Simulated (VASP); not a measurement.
# Co (P6_3/mmc) in VASP: single point with PBEsol

Aim: the single point of Co with PBEsol.

Program: VASP 6.6.1. These are calculated values, not measurements. Logs are shortened: lines on timing, memory, paths and dates and some standing lists are left out, and cuts for length are marked.

### 1 The cell of the first run

The structure is hexagonal, space group P6_3/mmc (No. 194). The conventional cell has a = 2.507 Å, b = 2.507 Å, c = 4.070 Å, α = 90.00°, β = 90.00°, γ = 120.00°. Co (site symmetry -6m2) has 12 Co at 2.50 to 2.51 Å within 3.3 Å.

### 2 Single point, PBEsol, collinear spin, ferromagnetic start

Contents of INCAR:

```
SYSTEM = Co
ALGO = Normal
EDIFF = 1E-6
ENCUT = 520
GGA = PS
ISIF = 2
ISMEAR = -1
ISPIN = 2
LASPH = .TRUE.
LCHARG = .TRUE.
LELF = .TRUE.
LMAXMIX = 4
LORBIT = 11
LREAL = .FALSE.
LVHAR = .TRUE.
LWAVE = .FALSE.
MAGMOM = 3.2 3.2
NBANDS = 20
NELM = 150
PREC = Accurate
SIGMA = 0.1
```

Contents of KPOINTS:

```
k-points
0
G
  13 13 7
  0 0 0
```

Contents of POSCAR:

```
Co
1.0
    2.5074000000      0.0000000000      0.0000000000
   -1.2537000000      2.1714720000      0.0000000000
    0.0000000000      0.0000000000      4.0699000000
Co
2
Direct
    0.3333333333      0.6666666667      0.2500000000
    0.6666666667      0.3333333333      0.7500000000
```

Potentials or basis: VASP PAW PBE potentials, release 64 (Co).

On the command line:

```
$ cat potpaw_PBE.64/Co/POTCAR > POTCAR
$ mpirun -np 1 vasp_std > vasp.out
```

OUTCAR:

```text
SYSTEM = Co
   EDIFF = 1E-6
   ENCUT = 520
   GGA = PS
   ISIF = 2
   ISMEAR = -1
   ISPIN = 2
   LASPH = .TRUE.
   LORBIT = 11
   LREAL = .FALSE.
   NELM = 150
   PREC = Accurate

 ion  position               nearest neighbor table
   1  0.333  0.667  0.250-   2 2.50   2 2.50   2 2.50   2 2.50   2 2.50   2 2.50
   2  0.667  0.333  0.750-   1 2.50   1 2.50   1 2.50   1 2.50   1 2.50   1 2.50

  LATTYP: Found a hexagonal cell.
 ALAT       =     2.5074000000
 C/A-ratio  =     1.6231554598

  Lattice vectors:

 A1 = (   2.5074000000,   0.0000000000,   0.0000000000)
 A2 = (  -1.2537000000,   2.1714720000,   0.0000000000)
 A3 = (   0.0000000000,   0.0000000000,   4.0699000000)

Analysis of symmetry for initial positions (statically):
=====================================================================
 Subroutine PRICEL returns:
 Original cell was already a primitive cell.

 Routine SETGRP: Setting up the symmetry group for a
 hexagonal supercell.

 Subroutine GETGRP returns: Found 24 space group operations
 (whereof 12 operations were pure point group operations)
 out of a pool of 24 trial point group operations.

The static configuration has the point symmetry D_3d.
 The point group associated with its full space group is D_6h.

Analysis of symmetry for dynamics (positions and initial velocities):
=====================================================================
 Subroutine PRICEL returns:
 Original cell was already a primitive cell.

 Routine SETGRP: Setting up the symmetry group for a
 hexagonal supercell.

 Subroutine GETGRP returns: Found 24 space group operations
 (whereof 12 operations were pure point group operations)
 out of a pool of 24 trial point group operations.

The dynamic configuration has the point symmetry D_3d.
 The point group associated with its full space group is D_6h.

Analysis of structural, dynamic, and magnetic symmetry:
=====================================================================
 Subroutine PRICEL returns:
 Original cell was already a primitive cell.

 Routine SETGRP: Setting up the symmetry group for a
 hexagonal supercell.

 Subroutine GETGRP returns: Found 24 space group operations
 (whereof 12 operations were pure point group operations)
 out of a pool of 24 trial point group operations.

The overall configuration has the point symmetry D_3d.
 The point group associated with its full space group is D_6h.

 Subroutine INISYM returns: Found 24 space group operations
[... 117 lines left out ...]
     AMIX_MAG =   1.60;   BMIX_MAG =  1.00
  volume/ion in A,a.u.               =      11.08        74.77
  Fermi-wavevector in a.u.,A,eV,Ry     =   1.527490  2.886538 31.745476  2.333227
  Thomas-Fermi vector in A             =   2.635379
   LORBIT       =     11    0 simple, 1 ext, 2 COOP (PROOUT), +10 PAW based schemes
   GGA     = PS    functional components
   LHFCALC =     F    Hartree Fock is set to
   AEXX    =    0.0000 exact exchange contribution
   IVDW    =     0    specifies the selected vdW correction
   LEPSILON=     F    determine dielectric tensor
   LRPA    =     F    only Hartree local field effects (RPA)
 spin polarized calculation
  energy-cutoff  :      520.00
  volume of cell :       22.16
 maximum number of plane-waves:       615
 NGX is ok and might be reduce to    20
   NGX =  9   NGY =  9   NGZ = 15

 number of electron      18.0000002 magnetization       3.2202586

 Free energy of the ion-electron system (eV)
  ---------------------------------------------------
  ext. energy  EPLUGINS =         0.00000000
  ---------------------------------------------------
  free energy    TOTEN  =       -15.43338731 eV

  energy without entropy =      -15.37107472  energy(sigma->0) =      -15.40223101

 E-fermi :   9.7796     XC(G=0): -13.4548

 val. band max:        9.7777478365   @ k =   0.1538   0.0769   0.1429
 cond. band min:       9.7927639783   @ k =   0.4615   0.0769   0.2857
 fundamental gap:      0.0150161417
 Fermi energy:         9.7796016965

 spin component 1

 k-point     1 :       0.0000    0.0000    0.0000
  band No.  band energies     occupation
      1       0.9305      1.00000
      2       4.7295      1.00000
      3       7.1989      1.00000
      4       7.2396      1.00000
      5       7.2396      1.00000
      6       7.5384      1.00000
[... 541 lines left out ...]
     19      36.1129      0.00000
     20      37.0606      0.00000

 [... further k-points ...]

 spin component 2

 k-point     1 :       0.0000    0.0000    0.0000
  band No.  band energies     occupation
      1       0.9819      1.00000
      2       5.6774      1.00000
      3       8.8071      0.99994
      4       8.8580      0.99990
      5       8.8580      0.99990
      6       9.2079      0.99672
[... 541 lines left out ...]
     19      36.3104      0.00000
     20      37.3420      0.00000

 [... further k-points ...]

------------------------ aborting loop because EDIFF is reached ----------------------------------------

  FORCE on cell =-STRESS in cart. coord.  units (eV):
  Direction    XX          YY          ZZ          XY          YZ          ZX
  --------------------------------------------------------------------------------------
  -------------------------------------------------------------------------------------
  Total       -1.9443485     -1.9443484     -2.0353253     -0.0000000      0.0000000      0.0000000
  in kB     -140.5798608   -140.5798482   -147.1576387     -0.0000000      0.0000000      0.0000000
  external PRESSURE =    -142.7724493 kB  Pullay stress =       0.0000000 kB

 VOLUME and BASIS-vectors are now :
 -----------------------------------------------------------------------------
  energy-cutoff  :      520.00
  volume of cell :       22.16
      direct lattice vectors                 reciprocal lattice vectors
     2.507400000  0.000000000  0.000000000     0.398819494  0.230258553  0.000000000
    -1.253700000  2.171472000  0.000000000     0.000000000  0.460517105  0.000000000
     0.000000000  0.000000000  4.069900000     0.000000000  0.000000000  0.245706283

 POSITION                                       TOTAL-FORCE (eV/Angst)
 -----------------------------------------------------------------------------------
     -0.00000      1.44765      1.01747        -0.000000      0.000000      0.000000
      1.25370      0.72382      3.05242         0.000000      0.000000      0.000000
 -----------------------------------------------------------------------------------
    total drift:                                0.000000     -0.000000     -0.000000

  FREE ENERGIE OF THE ION-ELECTRON SYSTEM (eV)
  ---------------------------------------------------
  free  energy   TOTEN  =       -15.4333873052 eV

  energy  without entropy=      -15.3710747241  energy(sigma->0) =      -15.40223101

 total charge

# of ion       s       p       d       tot
------------------------------------------
    1        0.480   0.506   7.244   8.231
    2        0.480   0.506   7.244   8.231
--------------------------------------------------
tot          0.960   1.013  14.488  16.461

 magnetization (x)

# of ion       s       p       d       tot
------------------------------------------
    1       -0.015  -0.051   1.695   1.630
    2       -0.015  -0.051   1.695   1.630
--------------------------------------------------
tot         -0.029  -0.102   3.391   3.259
```

OSZICAR:

```text
N       E                     dE             d eps       ncg     rms          rms(c)
DAV:   1     0.859707489939E+02    0.85971E+02   -0.81642E+03  7040   0.121E+03
DAV:   2    -0.127612952109E+02   -0.98732E+02   -0.89159E+02  6836   0.218E+02
DAV:   3    -0.172290107723E+02   -0.44677E+01   -0.43096E+01  7632   0.565E+01
DAV:   4    -0.172957687975E+02   -0.66758E-01   -0.66712E-01  8452   0.605E+00
DAV:   5    -0.172974383270E+02   -0.16695E-02   -0.16694E-02  7820   0.883E-01    0.170E+01
DAV:   6    -0.159076773140E+02    0.13898E+01   -0.87041E+00  7644   0.598E+01    0.686E+00
DAV:   7    -0.154729017727E+02    0.43478E+00   -0.13835E+00  7688   0.220E+01    0.372E+00
DAV:   8    -0.154491467291E+02    0.23755E-01   -0.17017E-02  9788   0.151E+00    0.141E+00
DAV:   9    -0.154356981692E+02    0.13449E-01   -0.27320E-03 10968   0.854E-01    0.504E-01
DAV:  10    -0.154334024337E+02    0.22957E-02   -0.52748E-04  8580   0.255E-01    0.599E-02
DAV:  11    -0.154334008917E+02    0.15420E-05   -0.35852E-05  9564   0.845E-02    0.288E-02
DAV:  12    -0.154333896779E+02    0.11214E-04   -0.43327E-06  7100   0.173E-02    0.178E-02
DAV:  13    -0.154333872602E+02    0.24177E-05   -0.16171E-06  5492   0.135E-02    0.698E-03
DAV:  14    -0.154333873052E+02   -0.45032E-07   -0.32353E-07  3676   0.448E-03
   1 F= -.15433387E+02 E0= -.15402231E+02  d E =-.623126E-01  mag=     3.2202
```

stdout:

```text
POSCAR found type information on POSCAR Co
 POSCAR found :  1 types and       2 ions
 scaLAPACK will be used
 -----------------------------------------------------------------------------
|                                                                             |
|                                                                             |
|     You enforced a specific xc type in the INCAR file but a different       |
|     I HOPE YOU KNOW WHAT YOU ARE DOING!                                     |
|                                                                             |
 -----------------------------------------------------------------------------

 LDA part: xc-table for (Slater+PW92), standard interpolation
 POSCAR, INCAR and KPOINTS ok, starting setup
 FFT: planning ... GRIDC
 FFT: planning ... GRID_SOFT
 FFT: planning ... GRID
 WAVECAR not read
 entering main loop
```

It took 1.7 min on 1 thread of Intel Xeon 8259CL, shared host; peak memory 0.18 GiB.

What came out:

* Free energy: -15.4334 eV
* Pressure: -14.3 GPa
* Net moment: 3.22 μB per cell
* Site moments: Co +1.63 μB
* Valence electrons inside the program's atomic spheres: Co 8.23

Stress tensor (GPa, compression positive):
```
-14.06   0.00   0.00
  0.00 -14.06   0.00
  0.00   0.00 -14.72
```

Levels at points of the mesh, in eV from the Fermi level:
Spin up:
| k point | band 8 | band 9 | band 10 | band 11 | band 12 | band 13 | band 14 | band 15 |
| --- | --- | --- | --- | --- | --- | --- | --- | --- |
| (0.00, 0.00, 0.00) | -1.89 | -1.89 | -0.83 | -0.83 | -0.16 | 6.10 | 21.79 | 24.16 |
Spin down:
| k point | band 4 | band 5 | band 6 | band 7 | band 8 | band 9 | band 10 | band 11 |
| --- | --- | --- | --- | --- | --- | --- | --- | --- |
| (0.00, 0.00, 0.00) | -0.92 | -0.92 | -0.57 | -0.57 | -0.16 | -0.14 | -0.14 | 1.03 |

Caveat: the PAW data sets were made with another functional, which shifts forces and pressure a little.
